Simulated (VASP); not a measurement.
**Ti6H: single point with PBE**

System: Ti6H, a slab with vacuum.

```
CELL_PARAMETERS angstrom
2.83217 0.00000 0.00000
0.00000 4.57954 0.00000
0.00000 0.00000 23.55109
ATOMIC_POSITIONS crystal
Ti 0.50000 0.00000 0.16984
Ti 0.00000 0.50000 0.22598
Ti 0.50000 0.00000 0.28211
Ti 0.50000 0.50000 0.33949
Ti 0.00000 0.00000 0.39402
Ti 0.50000 0.50000 0.44801
H 0.62500 0.62500 0.51467
```

```
Program             : VASP 6.6.1
Task                : single point
Functional          : PBE
Potentials or basis : VASP PAW PBE potentials, release 64 (Ti_sv, H)
Cutoff              : 520 eV
k mesh              : 9 × 6 × 1
Occupations         : gaussian, width 0.1 eV
Spin                : no spin polarisation
```

- Largest force: 0.629 eV/Å
- Band gap on the k mesh: zero (an odd number of electrons rules out a gap without spin polarisation)

Forces on the atoms (eV/Å):
```
Ti  -0.001  0.012  0.423
Ti   0.005  0.031  0.007
Ti   0.022 -0.092 -0.351
Ti  -0.088  0.046 -0.053
Ti  -0.125 -0.310 -0.261
Ti  -0.346  0.353 -0.100
H    0.531 -0.041  0.335
```

Levels at points of the mesh, in eV from the Fermi level:
```tsv
k point	band 34	band 35	band 36	band 37	band 38	band 39	band 40	band 41
(0.00, 0.00, 0.00)	-0.62	-0.50	-0.11	0.06	0.13	0.25	0.38	0.74
(0.00, 0.50, 0.00)	-0.36	-0.26	-0.17	0.06	0.27	0.35	0.46	0.63
```

It took 16 min on 1 thread of Intel(R) Xeon(R) Platinum 8375C CPU @ 2.90GHz (Ice Lake), on a shared host, peak memory 0.55 GiB.
